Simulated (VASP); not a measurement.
Zn2Ga3Si3N8:

```
N Si Zn Ga
1.0
     0.00000    0.00000   -4.99661
     3.08433    5.34221    0.00000
     3.08433   -5.34221    0.00000
N Si Zn Ga
8 3 2 3
Direct
  0.61380 0.16903 0.33145
  0.61818 0.16275 0.82261
  0.63012 0.66702 0.33841
  0.62655 0.66713 0.83773
  0.11817 0.34131 0.67088
  0.12490 0.32926 0.15993
  0.12488 0.84002 0.67293
  0.11783 0.83643 0.17178
  0.00219 0.66428 0.82786
  0.49839 0.32969 0.65694
  0.50228 0.83143 0.16129
  0.99488 0.66508 0.33110
  0.50296 0.82970 0.66849
  0.99782 0.16770 0.33876
  0.00772 0.16731 0.82827
  0.49764 0.33015 0.16366
```

```yaml
Program: VASP 6.6.1
Task: relaxation of cell and atoms
Functional: PBE
Potentials_or_basis: VASP PAW PBE potentials, release 64 (N, Si, Zn, Ga_d)
Cutoff: 600 eV
k_mesh: 3 × 3 × 3
Occupations: gaussian, width 0.1 eV
Spin: no spin polarisation
```

At the start: pressure 17.2 GPa; volume 10.29 Å³/atom.

Where does the relaxation end?

Over 20 steps the energy falls by 253.6 meV/atom and the volume is 11.17 Å³/atom (+8.5 %); space group P1 (No. 1, to 0.1 Å) before and after.

Step by step:
| step | energy change (eV) | largest force (eV/Å) | pressure (GPa) | volume (Å³) |
| --- | --- | --- | --- | --- |
| 1 | 0.0000 | 5.3368 | 17.24 | 164.66 |
| 2 | -2.6527 | 4.6605 | -8.28 | 192.44 |
| 3 | -3.4473 | 1.7838 | -3.81 | 182.78 |
| 4 | -3.8987 | 0.9159 | 0.19 | 178.56 |
| 5 | -3.9033 | 0.9821 | 0.73 | 178.11 |
| 6 | -3.9868 | 0.9725 | 0.48 | 178.16 |
| 7 | -3.9919 | 0.6797 | 0.50 | 178.15 |
| 8 | -4.0221 | 0.4495 | -0.20 | 178.99 |
| 9 | -4.0224 | 0.4189 | -0.14 | 178.92 |
| 10 | -4.0404 | 0.3446 | -0.48 | 179.10 |
| 11 | -4.0405 | 0.3883 | -0.51 | 179.12 |
| 12 | -4.0512 | 0.1322 | 0.28 | 178.40 |
| 13 | -4.0512 | 0.1211 | 0.23 | 178.43 |
| 14 | -4.0558 | 0.0846 | 0.11 | 178.59 |
| 15 | -4.0562 | 0.1101 | 0.05 | 178.66 |
| 16 | -4.0571 | 0.1604 | -0.20 | 178.85 |
| 17 | -4.0574 | 0.0822 | -0.10 | 178.78 |
| 18 | -4.0579 | 0.0535 | 0.02 | 178.68 |
| 19 | -4.0579 | 0.0437 | 0.00 | 178.70 |
| 20 | -4.0582 | 0.0284 | 0.02 | 178.67 |

Final structure:
```yaml
crystal:
  lattice:
    - [0.00651, -0.00771, -5.12004]
    - [3.15910, 5.49357, 0.00470]
    - [3.18470, -5.50851, -0.01311]
  atoms:
    - { symbol: N, position: [0.60436, 0.15450, 0.34360] }
    - { symbol: N, position: [0.60903, 0.18659, 0.82105] }
    - { symbol: N, position: [0.59671, 0.67633, 0.31275] }
    - { symbol: N, position: [0.65690, 0.65195, 0.85099] }
    - { symbol: N, position: [0.15601, 0.36505, 0.68330] }
    - { symbol: N, position: [0.10747, 0.32255, 0.16161] }
    - { symbol: N, position: [0.09604, 0.82226, 0.68511] }
    - { symbol: N, position: [0.15721, 0.82040, 0.13090] }
    - { symbol: Si, position: [0.01790, 0.66987, 0.83620] }
    - { symbol: Si, position: [0.51042, 0.34006, 0.67187] }
    - { symbol: Si, position: [0.50527, 0.82521, 0.16217] }
    - { symbol: Zn, position: [0.98952, 0.66775, 0.33467] }
    - { symbol: Zn, position: [0.49054, 0.83282, 0.66100] }
    - { symbol: Ga, position: [0.00634, 0.16119, 0.33276] }
    - { symbol: Ga, position: [0.99199, 0.16166, 0.83251] }
    - { symbol: Ga, position: [0.48262, 0.34011, 0.16157] }
```

Caveat: the k points lie up to 0.41 Å⁻¹ apart in the final cell, too coarse for converged energies and pressures of a metal; an odd number of electrons without spin polarisation forces a metal; a magnetic or distorted state may lie lower.
